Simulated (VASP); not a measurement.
Input of a VASP 6.6.1 run:

Contents of INCAR:

```
  ALGO = Normal
  EDIFF = 1E-6
  ENCUT = 500
  GGA = PE
  GGA_COMPAT = F
  ISIF = 2
  ISMEAR = 0
  LASPH = T
  LCHARG = T
  LELF = T
  LMAXMIX = 6
  LREAL = F
  LVHAR = T
  LWAVE = F
  NBANDS = 35
  NELM = 200
  PREC = Accurate
  SIGMA = 0.2
```

File KPOINTS:

```
k-points
0
Gamma
  4 4 2
```

Contents of POSCAR:

```
Dy3GaS2
1.0
    3.7337390559      0.0000000000      0.0000000000
    0.0000000000      3.7337390559      0.0000000000
    0.0000000000      0.0000000000     12.8379581459
Dy Ga S
3 1 2
Direct
    0.0000000000      0.0000000000      0.2201102348
    0.0000000000      0.0000000000      0.7798897652
    0.0000000000      0.0000000000      0.5000000000
    0.0000000000      0.0000000000      0.0000000000
    0.5000000000      0.5000000000      0.5000000000
    0.5000000000      0.5000000000      0.0000000000
```

Potentials or basis: VASP PAW PBE potentials, release 64 (Dy_3, Ga_d, S), 4f in core.

Launch:

```bash
$ cat potpaw_PBE.64/Dy_3/POTCAR potpaw_PBE.64/Ga_d/POTCAR potpaw_PBE.64/S/POTCAR > POTCAR
$ mpirun -np 1 vasp_std > vasp.out
```

What does it give for the band gap on the k mesh?

Zero (bands 26 and 27 overlap by 0.92 eV).

Predict the pressure.

0.0 GPa.

Forces in eV/Å, atoms in the order of the input:
```
Dy   0.000  0.000  0.012
Dy   0.000  0.000 -0.012
Dy   0.000  0.000  0.000
Ga   0.000  0.000  0.000
S    0.000  0.000  0.000
S    0.000  0.000  0.000
```

Caveat: the k points lie up to 0.42 Å⁻¹ apart, too coarse for converged energies and pressures of a metal; spin-orbit coupling is left out, which moves the levels of the heavy elements; the 4f electrons are frozen in the core, so they carry no moment and show no levels; the run has no spin polarisation, though such a crystal can be magnetic. Spin polarisation is off, so any magnetic state and its effect on volume and gap are missing.
